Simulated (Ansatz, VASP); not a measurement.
# SnSe in VASP and in Ansatz

Contents of INCAR:

```
PREC = Accurate ; ENCUT = 520
EDIFF = 1E-7 ; ISMEAR = -1
SIGMA = 0.1 ; LREAL = False
LASPH = True ; NELM = 100
ALGO = Normal ; ISIF = 2
LWAVE = False ; LCHARG = False
GGA = PE ; NBANDS = 17
```

File KPOINTS:

```
Automatic mesh
0
Gamma
  14 14 14
```

The input POSCAR:

```
SnSe
1.0
    0.0000000000      2.9045087710      2.9045087710
    2.9045087710      0.0000000000      2.9045087710
    2.9045087710      2.9045087710      0.0000000000
Sn Se
1 1
Direct
    0.0000000000      0.0000000000      0.0000000000
    0.5000000000      0.5000000000      0.5000000000
```

Input for Ansatz:

```yaml
crystal:
  lattice:
    - [0.0, 2.904508771, 2.904508771]
    - [2.904508771, 0.0, 2.904508771]
    - [2.904508771, 2.904508771, 0.0]
  atoms:
    - { symbol: Sn, position: [0.0, 0.0, 0.0] }
    - { symbol: Se, position: [0.5, 0.5, 0.5] }
kpoints:
  mp_grid: { grid: [14, 14, 14] }
scf:
  occupations: { method: fermi_dirac, width: 0.1 }
hamiltonian:
  xc: pbe
  pseudopotentials: { kind: all_electron, lapw: { basis_error: 0.001 } }
output:
  forces: true
  stress: true
  eigenvalues: true
  populations: true
```

Change from the starting cell: volume scaled by 0.88, LAPW.

Alike in both runs: task single point; functional PBE; k mesh 14 × 14 × 14; occupations fermi-dirac, width 0.1 eV; no spin polarisation.

```csv
,VASP,Ansatz
version,VASP 6.6.1,Ansatz 0.2.0
potentials or method,"VASP PAW PBE potentials, release 64 (Sn_d, Se), cutoff 520 eV","all-electron LAPW, scalar-relativistic"
```

|  | VASP | Ansatz | Ansatz less VASP |
| --- | --- | --- | --- |
| pressure (GPa) | 8.1 | 8.1 | 0.00 |

Ansatz ran all-electron here, and VASP with PAW potentials.
